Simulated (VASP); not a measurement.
Here is a VASP 6.6.1 calculation.

INCAR

```
PREC = Accurate
ENCUT = 520
EDIFF = 1E-6
ISMEAR = 0
SIGMA = 0.01
LREAL = False
LASPH = True
NELM = 60
ALGO = Normal
ISIF = 2
LWAVE = False
LCHARG = True
GGA = PE
IVDW = 12
LELF = True
LVHAR = True
NBANDS = 21
```

Contents of KPOINTS:

```
Automatic mesh
0
Gamma
  8 8 8
```

POSCAR

```
PbF2
1.0
    0.0000000000      2.9611842379      2.9611842379
    2.9611842379      0.0000000000      2.9611842379
    2.9611842379      2.9611842379      0.0000000000
Pb F
1 2
Direct
    0.0000000000      0.0000000000      0.0000000000
    0.2500000000      0.2500000000      0.2500000000
    0.7500000000      0.7500000000      0.7500000000
```

Potentials or basis: VASP PAW PBE potentials, release 64 (Pb_d, F).

Run with:

```bash
$ cat potpaw_PBE.64/Pb_d/POTCAR potpaw_PBE.64/F/POTCAR > POTCAR
$ mpirun -np 1 vasp_std > vasp.out
```

(1) Predict the pressure.

(2) Estimate the band gap on the k mesh.

## Answers

(1) 1.3 GPa.

(2) 4.42 eV, indirect (least direct gap 4.56 eV).

Caveat: spin-orbit coupling is left out, which moves the levels of the heavy elements.
